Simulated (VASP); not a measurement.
GaSb, 2 atoms in the cell. The structure is cubic, space group F-43m (No. 216). Conventional cell: a = 6.340 Å, b = 6.340 Å, c = 6.340 Å, α = 90.00°, β = 90.00°, γ = 90.00°. Within 3.6 Å of Ga (site symmetry -43m) lie 4 Sb at 2.75 Å. Within 3.6 Å of Sb (site symmetry -43m) lie 4 Ga at 2.75 Å.  This cell differs from its parent crystal: volume changed by +6%.

- Program: VASP 6.6.1
- Task: single point
- Functional: PBE
- Potentials or basis: VASP PAW PBE potentials, release 64 (Ga_d, Sb)
- Cutoff: 520 eV
- k mesh: 6 × 6 × 6
- Occupations: fermi-dirac, width 0.02 eV
- Spin: no spin polarisation
- Dipole correction: no
- Further INCAR settings: ALGO = Normal; EDIFF = 1e-06; NBANDS = 16

Potentials or basis: VASP PAW PBE potentials, release 64 (Ga_d, Sb).

Command:

```bash
$ cat potpaw_PBE.64/Ga_d/POTCAR potpaw_PBE.64/Sb/POTCAR > POTCAR
$ mpirun -np 1 vasp_std > vasp.out
```

Hardware: 1 thread of AMD EPYC 9R45 96-Core Processor (Zen 5) (shared host).

Problem. Estimate the wall time of this run.

Solution. It took 11 s on 1 thread of AMD EPYC 9R45 96-Core Processor (Zen 5) (shared host), peak memory 0.18 GiB. Counts: scf iterations 13, k points 16.
